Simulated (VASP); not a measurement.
A run of VASP 6.6.1:

INCAR

```
SYSTEM = Al7C
PREC = Accurate
ENCUT = 520
EDIFF = 1E-6
ISMEAR = 0
SIGMA = 0.1
LREAL = .False.
LASPH = .True.
NELM = 80
ALGO = Normal
ISIF = 2
LWAVE = .False.
LCHARG = .False.
GGA = PE
NBANDS = 22
```

Contents of KPOINTS:

```
regular mesh
0
Gamma
  4 4 4
  0 0 0
```

File POSCAR:

```
Al7C
1.0
    0.0000000000      3.9519738900      3.9519738900
    3.9519738900      0.0000000000      3.9519738900
    3.9519738900      3.9519738900      0.0000000000
Al C
7 1
Direct
    0.2233681000      0.7766319000      0.7766319000
    0.7766319000      0.2233681000      0.2233681000
    0.7766319000      0.2233681000      0.7766319000
    0.2233681000      0.7766319000      0.2233681000
    0.7766319000      0.7766319000      0.2233681000
    0.2233681000      0.2233681000      0.7766319000
    0.5000000000      0.5000000000      0.5000000000
    0.0000000000      0.0000000000      0.0000000000
```

Potentials or basis: VASP PAW PBE potentials, release 64 (Al, C).

Run with:

```console
$ cat potpaw_PBE.64/Al/POTCAR potpaw_PBE.64/C/POTCAR > POTCAR
$ mpirun -np 1 vasp_std > vasp.out
```

Hardware: 1 thread of Intel(R) Xeon(R) Platinum 8488C (Sapphire Rapids), with other jobs on the host.

Problem. How long does it take, and how much memory?

Solution. It took 26 s on 1 thread of Intel(R) Xeon(R) Platinum 8488C (Sapphire Rapids) (shared host), peak memory 0.24 GiB. Counts: scf iterations 15, k points 8.
